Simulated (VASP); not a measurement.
# SnTe (P6_3mc) in VASP: notebook

The runs below take SnTe through single point, with PBE.

Everything below comes from runs of VASP 6.6.1. Logs are shortened: lines on timing, memory, paths and dates and some standing lists are left out, and cuts for length are marked.

**1. The cell of the first run**

The structure is hexagonal, space group P6_3mc (No. 186). The conventional cell has a = 4.568 Å, b = 4.568 Å, c = 7.457 Å, α = 90.00°, β = 90.00°, γ = 120.00°. Within 3.7 Å of Sn (site symmetry 3m) lie 4 Te at 2.77 to 2.87 Å. Te (site symmetry 3m) has 4 Sn at 2.77 to 2.87 Å within 3.7 Å.

The cell was built from a structure type or drawn by symmetry, and may not be a known phase.

**2. Single point, PBE**

File INCAR:

```
PREC = Accurate
ENCUT = 520
EDIFF = 1E-6
ISMEAR = 0
SIGMA = 0.1
LREAL = False
LASPH = True
NELM = 100
ALGO = Normal
ISIF = 2
LWAVE = False
LCHARG = False
GGA = PE
NBANDS = 28
```

File KPOINTS:

```
Automatic mesh
0
Gamma
  6 6 4
```

File POSCAR:

```
SnTe
1.0
    4.5677925000      0.0000000000      0.0000000000
   -2.2838962500      3.9558243500      0.0000000000
    0.0000000000      0.0000000000      7.4571866800
Sn Te
2 2
Direct
    0.3333333300      0.6666666700      0.0000000000
    0.6666666700      0.3333333300      0.5000000000
    0.3333333300      0.6666666700      0.3849999900
    0.6666666700      0.3333333300      0.8849999900
```

Potentials or basis: VASP PAW PBE potentials, release 64 (Sn_d, Te).

Started as:

```
$ cat potpaw_PBE.64/Sn_d/POTCAR potpaw_PBE.64/Te/POTCAR > POTCAR
$ mpirun -np 1 vasp_std > vasp.out
```

OUTCAR:

```text
PREC = Accurate
   ENCUT = 520
   EDIFF = 1E-6
   ISMEAR = 0
   LREAL = False
   LASPH = True
   NELM = 100
   ISIF = 2
   GGA = PE

 ion  position               nearest neighbor table
   1  0.333  0.667  0.000-   4 2.77   4 2.77   4 2.77   3 2.87
   2  0.667  0.333  0.500-   3 2.77   3 2.77   3 2.77   4 2.87
   3  0.333  0.667  0.385-   2 2.77   2 2.77   2 2.77   1 2.87
   4  0.667  0.333  0.885-   1 2.77   1 2.77   1 2.77   2 2.87

  LATTYP: Found a hexagonal cell.
 ALAT       =     4.5677925000
 C/A-ratio  =     1.6325581077

  Lattice vectors:

 A1 = (   4.5677925000,   0.0000000000,   0.0000000000)
 A2 = (  -2.2838962500,   3.9558243500,   0.0000000000)
 A3 = (   0.0000000000,   0.0000000000,   7.4571866800)

Analysis of symmetry for initial positions (statically):
=====================================================================
 Subroutine PRICEL returns:
 Original cell was already a primitive cell.

 Routine SETGRP: Setting up the symmetry group for a
 hexagonal supercell.

 Subroutine GETGRP returns: Found 12 space group operations
 (whereof  6 operations were pure point group operations)
 out of a pool of 24 trial point group operations.

The static configuration has the point symmetry C_3v.
 The point group associated with its full space group is C_6v.

Analysis of symmetry for dynamics (positions and initial velocities):
=====================================================================
 Subroutine PRICEL returns:
 Original cell was already a primitive cell.

 Routine SETGRP: Setting up the symmetry group for a
 hexagonal supercell.

 Subroutine GETGRP returns: Found 12 space group operations
 (whereof  6 operations were pure point group operations)
 out of a pool of 24 trial point group operations.

The dynamic configuration has the point symmetry C_3v.
 The point group associated with its full space group is C_6v.

 Subroutine INISYM returns: Found 12 space group operations
 (whereof  6 operations are pure point group operations),
 and found     1 'primitive' translations

----------------------------------------------------------------------------------------

                                     Primitive cell

  volume of cell :     134.7468

  direct lattice vectors                    reciprocal lattice vectors
     4.567792500  0.000000000  0.000000000     0.218924130  0.126395905  0.000000000
    -2.283896250  3.955824350  0.000000000     0.000000000  0.252791811  0.000000000
     0.000000000  0.000000000  7.457186680     0.000000000  0.000000000  0.134098829

  length of vectors
     4.567792500  4.567792505  7.457186680     0.252791811  0.252791811  0.134098829

  position of ions in fractional coordinates (direct lattice)
     0.333333330  0.666666670  0.000000000
     0.666666670  0.333333330  0.500000000
     0.333333330  0.666666670  0.384999990
     0.666666670  0.333333330  0.884999990

  ion indices of the primitive-cell ions
   primitive index   ion index
                 1           1
                 2           2
                 3           3
                 4           4

----------------------------------------------------------------------------------------

 KPOINTS: Automatic mesh

Automatic generation of k-mesh.
 Grid dimensions read from file:
 generate k-points for:    6    6    4

 Generating k-lattice:

  Cartesian coordinates                     Fractional coordinates (reciprocal lattice)
     0.036487355  0.021065984  0.000000000     0.166666667  0.000000000  0.000000000
     0.000000000  0.042131968  0.000000000     0.000000000  0.166666667  0.000000000
     0.000000000  0.000000000  0.033524707     0.000000000  0.000000000  0.250000000

  Length of vectors
     0.042131968  0.042131968  0.033524707

  Shift w.r.t. Gamma in fractional coordinates (k-lattice)
     0.000000000  0.000000000  0.000000000

 Subroutine IBZKPT returns following result:
 ===========================================

 Found     21 irreducible k-points:

 Following reciprocal coordinates:
            Coordinates               Weight
  0.000000  0.000000  0.000000      1.000000
  0.166667 -0.000000  0.000000      6.000000
  0.333333  0.000000  0.000000      6.000000
  0.500000 -0.000000  0.000000      3.000000
  0.166667  0.166667  0.000000      6.000000
  0.333333  0.166667  0.000000     12.000000
[... 13 lines left out ...]
  0.333333  0.166667  0.500000     12.000000
  0.333333  0.333333  0.500000      2.000000
   k-points           NKPTS =     21   k-points in BZ     NKDIM =     21   number of bands    NBANDS=     28
   number of dos      NEDOS =    301   number of ions     NIONS =      4
   total plane-waves  NPLWV =  72576
   dimension x,y,z NGX =    36 NGY =   36 NGZ =   56
   dimension x,y,z NGXF=    72 NGYF=   72 NGZF=  112
   ions per type =               2   2
   NGX,Y,Z   is equivalent  to a cutoff of  13.10, 13.10, 12.48 a.u.
   NGXF,Y,Z  is equivalent  to a cutoff of  26.20, 26.20, 24.97 a.u.
 SYSTEM =  unknown system
   PREC   = accura    normal or accurate (medium, high low for compatibility)
   ISTART =      0    job   : 0-new  1-cont  2-samecut
   ICHARG =      2    charge: 1-file 2-atom 10-const
   ISPIN  =      1    spin polarized calculation?
   LNONCOLLINEAR =      F non collinear calculations
   LSORBIT =      F    spin-orbit coupling
   LASPH  =      T    aspherical Exc in radial PAW
   ENCUT  =  520.0 eV  38.22 Ry    6.18 a.u.   8.49  8.49 13.87*2*pi/ulx,y,z
   NELM   =    100;   NELMIN=  2; NELMDL= -5     # of ELM steps
   EDIFF  = 0.1E-05   stopping-criterion for ELM
   LREAL  =      F    real-space projection
   EDIFFG = 0.1E-04   stopping-criterion for IOM
   NSW    =      0    number of steps for IOM
   IBRION =     -1    ionic relax: 0-MD 1-quasi-New 2-CG
   NFREE  =      0    steps in history (QN), initial steepest desc. (CG)
   ISIF   =      2    stress and relaxation
   ISYM   =      2    0-nonsym 1-usesym 2-fastsym
   POTIM  = 0.5000    time-step for ionic-motion
   TEBEG  =    0.0;   TEEND  =   0.0 temperature during run
   PSTRESS=    0.0 pullay stress
   NELECT =      40.0000    total number of electrons
   NUPDOWN=      -1.0000    fix difference up-down
   EMIN   =  10.00;   EMAX   =-10.00  energy-range for DOS
   EFERMI =   0.00;   METHOD = LEGACY
   ISMEAR =     0;   SIGMA  =   0.10  broadening in eV -4-tet -1-fermi 0-gaus
   EFERMI_NEDOS =   21; number of points for ismear=-14 and -15
   IALGO  =     38    algorithm
   IMIX   =      4    mixing-type and parameters
     AMIX     =   0.40;   BMIX     =  1.00
     AMIX_MAG =   1.60;   BMIX_MAG =  1.00
  volume/ion in A,a.u.               =      33.69       227.33
  Fermi-wavevector in a.u.,A,eV,Ry     =   1.092082  2.063736 16.226903  1.192644
  Thomas-Fermi vector in A             =   2.228341
   LORBIT       =      0    0 simple, 1 ext, 2 COOP (PROOUT), +10 PAW based schemes
   GGA     = PE    functional components
   LHFCALC =     F    Hartree Fock is set to
   AEXX    =    0.0000 exact exchange contribution
   IVDW    =     0    specifies the selected vdW correction
   LEPSILON=     F    determine dielectric tensor
   LRPA    =     F    only Hartree local field effects (RPA)
 non-spin polarized calculation
 Gauss-broadening in eV      SIGMA  =   0.10
  energy-cutoff  :      520.00
  volume of cell :      134.75
 maximum number of plane-waves:      3669
 NGX is ok and might be reduce to    36
   NGX = 17   NGY = 17   NGZ = 27

 number of electron      39.9999994 magnetization

 Free energy of the ion-electron system (eV)
  ---------------------------------------------------
  ext. energy  EPLUGINS =         0.00000000
  ---------------------------------------------------
  free energy    TOTEN  =       -12.45186883 eV

  energy without entropy =      -12.44947301  energy(sigma->0) =      -12.45067092

 E-fermi :   6.8906     XC(G=0):  -8.9050

 val. band max:        6.8626868156   @ k =   0.5000  -0.0000   0.5000
 cond. band min:       7.0699013355   @ k =   0.1667  -0.0000   0.2500
 fundamental gap:      0.2072145199
 Fermi energy:         6.8906254140

 k-point     1 :       0.0000    0.0000    0.0000
  band No.  band energies     occupation
      1     -15.5057      2.00000
      2     -15.5046      2.00000
      3     -15.5046      2.00000
      4     -15.5009      2.00000
      5     -15.5009      2.00000
      6     -15.4953      2.00000
[... 20 lines left out ...]
     27      11.5233      0.00000
     28      11.5233      0.00000

 k-point     2 :       0.1667   -0.0000    0.0000
  band No.  band energies     occupation
      1     -15.5126      2.00000
      2     -15.5074      2.00000
      3     -15.5024      2.00000
      4     -15.4986      2.00000
      5     -15.4945      2.00000
      6     -15.4930      2.00000
[... 20 lines left out ...]
     27      10.9762      0.00000
     28      11.3113      0.00000

 k-point     3 :       0.3333    0.0000    0.0000
  band No.  band energies     occupation
      1     -15.5198      2.00000
      2     -15.5131      2.00000
      3     -15.4983      2.00000
      4     -15.4942      2.00000
      5     -15.4903      2.00000
      6     -15.4866      2.00000
[... 20 lines left out ...]
     27      10.8862      0.00000
     28      11.5621      0.00000

 k-point     4 :       0.5000   -0.0000    0.0000
  band No.  band energies     occupation
      1     -15.5226      2.00000
      2     -15.5159      2.00000
      3     -15.4964      2.00000
      4     -15.4920      2.00000
      5     -15.4887      2.00000
      6     -15.4837      2.00000
[... 485 lines left out ...]
     27      12.1916      0.00000
     28      12.1916      0.00000

 k-point    20 :       0.3333    0.1667    0.5000
  band No.  band energies     occupation
      1     -15.5180      2.00000
      2     -15.5180      2.00000
      3     -15.4949      2.00000
      4     -15.4949      2.00000
      5     -15.4869      2.00000
      6     -15.4869      2.00000
[... 20 lines left out ...]
     27      12.5439      0.00000
     28      12.5439      0.00000

 k-point    21 :       0.3333    0.3333    0.5000
  band No.  band energies     occupation
      1     -15.5181      2.00000
      2     -15.5181      2.00000
      3     -15.4945      2.00000
      4     -15.4945      2.00000
      5     -15.4864      2.00000
      6     -15.4864      2.00000
[... 20 lines left out ...]
     27      11.3259      0.00000
     28      11.3259      0.00000

------------------------ aborting loop because EDIFF is reached ----------------------------------------

  FORCE on cell =-STRESS in cart. coord.  units (eV):
  Direction    XX          YY          ZZ          XY          YZ          ZX
  --------------------------------------------------------------------------------------
  -------------------------------------------------------------------------------------
  Total       14.2913428     14.2913428      9.6491492      0.0000000      0.0000000     -0.0000000
  in kB      169.9281139    169.9281144    114.7311173      0.0000000      0.0000000     -0.0000000
  external PRESSURE =     151.5291152 kB  Pullay stress =       0.0000000 kB

 VOLUME and BASIS-vectors are now :
 -----------------------------------------------------------------------------
  energy-cutoff  :      520.00
  volume of cell :      134.75
      direct lattice vectors                 reciprocal lattice vectors
     4.567792500  0.000000000  0.000000000     0.218924130  0.126395905  0.000000000
    -2.283896250  3.955824350  0.000000000     0.000000000  0.252791811  0.000000000
     0.000000000  0.000000000  7.457186680     0.000000000  0.000000000  0.134098829

 POSITION                                       TOTAL-FORCE (eV/Angst)
 -----------------------------------------------------------------------------------
     -0.00000      2.63722      0.00000         0.000000      0.000000      0.490773
      2.28390      1.31861      3.72859        -0.000000      0.000000      0.490773
     -0.00000      2.63722      2.87102        -0.000000      0.000000     -0.490773
      2.28390      1.31861      6.59961         0.000000     -0.000000     -0.490773
 -----------------------------------------------------------------------------------
    total drift:                               -0.000016      0.000009      0.000353

  FREE ENERGIE OF THE ION-ELECTRON SYSTEM (eV)
  ---------------------------------------------------
  free  energy   TOTEN  =       -12.4518688337 eV

  energy  without entropy=      -12.4494730147  energy(sigma->0) =      -12.45067092
```

It took 61 s on 1 thread of Intel Xeon Platinum 8259CL at 2.50GHz (Skylake/Cascade Lake), shared host; peak memory 0.28 GiB.

What came out:

```
Free energy            : -12.4519 eV
Pressure               : 15.2 GPa
Largest force          : 0.491 eV/Å
Band gap on the k mesh : zero (bands 20 and 21 overlap by 0.34 eV)
```

Forces on the atoms (eV/Å):
```
Sn   0.000  0.000  0.491
Sn   0.000  0.000  0.491
Te   0.000  0.000 -0.491
Te   0.000  0.000 -0.491
```

Levels at points of the mesh, in eV from the Fermi level:
| k point | band 18 | band 19 | band 20 | band 21 | band 22 | band 23 |
| --- | --- | --- | --- | --- | --- | --- |
| (0.00, 0.00, 0.00) | -3.19 | -3.03 | -2.93 | 0.26 | 0.26 | 0.35 |
| (0.50, 0.00, 0.00) | -4.09 | -1.58 | -1.44 | 0.86 | 1.54 | 1.78 |
| (0.00, 0.00, 0.50) | -3.66 | -2.49 | -2.49 | 0.90 | 0.90 | 0.90 |
| (0.50, 0.00, 0.50) | -4.51 | -1.81 | -1.81 | -0.03 | -0.03 | 3.06 |

Caveat: the cell stands under pressure; semilocal functionals underestimate gaps, so a narrow gap can read as zero; spin-orbit coupling is left out, which moves the levels of the heavy elements.

(Continued in part 2 of 2.)
